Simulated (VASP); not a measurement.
CdTe, 2 atoms in the cell. Symmetry: I-4m2, No. 119, tetragonal system. Conventional cell: a = 4.533 Å, b = 4.533 Å, c = 6.218 Å, α = 90.00°, β = 90.00°, γ = 90.00°. Cd (site symmetry -4m2) has 4 Te at 2.75 Å within 3.6 Å. Te (site symmetry -4m2) has 4 Cd at 2.75 Å within 3.6 Å.  This cell differs from its parent crystal: strain +0.000 along x and y, -0.030 along z.

* Program: VASP 6.6.1
* Task: single point
* Functional: PBEsol
* Potentials or basis: VASP PAW PBE potentials, release 64 (Cd, Te)
* Cutoff: 520 eV
* k mesh: 8 × 8 × 8
* Occupations: gaussian, width 0.05 eV
* Spin: no spin polarisation
* Dipole correction: no
* Further INCAR settings: ALGO = Normal; EDIFF = 1e-07; NBANDS = 16

Potentials or basis: VASP PAW PBE potentials, release 64 (Cd, Te).

Command:

```bash
$ cat potpaw_PBE.64/Cd/POTCAR potpaw_PBE.64/Te/POTCAR > POTCAR
$ mpirun -np 1 vasp_std > vasp.out
```

Hardware: 1 thread of Intel(R) Xeon(R) 6975P-C (Granite Rapids), on a shared host.

Problem. Estimate the wall time of this run.

Solution. Run time: 24 s on 1 thread of Intel(R) Xeon(R) 6975P-C (Granite Rapids), on a shared host, peak memory 0.24 GiB. Counts: scf iterations 14, k points 59.
